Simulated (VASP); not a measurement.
Runs of VASP 6.6.1 on C. The structure is that of space group P6_3/mmc (No. 194), or close to it. The cells are those of the table. 

| cell | gap on the mesh (eV) | pressure (GPa) |
| --- | --- | --- |
| a = 2.440, b = 2.440, c = 5.996 Å, angles 90.0, 90.0, 120.0°, 4 atoms | none | (b) |
| a = 2.457, b = 2.457, c = 6.922 Å, angles 90.0, 90.0, 120.0°, 4 atoms | none | -0.2 |
| a = 2.455, b = 2.455, c = 6.730 Å, angles 90.0, 90.0, 120.0°, 4 atoms | none | 0.7 |
| a = 2.450, b = 2.450, c = 6.357 Å, angles 90.0, 90.0, 120.0°, 4 atoms | none | 3.8 |
| a = 2.446, b = 2.446, c = 6.174 Å, angles 90.0, 90.0, 120.0°, 4 atoms | none | 6.3 |
| a = 2.453, b = 2.453, c = 6.542 Å, angles 90.0, 90.0, 120.0°, 4 atoms | none | (a) |

Alike in all rows: task single point; level r2SCAN+D3(BJ); potentials or basis VASP PAW PBE potentials, release 64 (C); no spin polarisation; k mesh 21 × 21 × 6; cutoff (eV) 520; smearing gaussian 0.1 eV.

Task: Estimate the missing entries.

Result: (a) 2.0; (b) 9.5.

Caveats: the PAW data sets were made with another functional, which shifts forces and pressure a little; the cell stands under pressure (at least some runs).

A gap of «none» marks levels without a gap at the run's occupations.
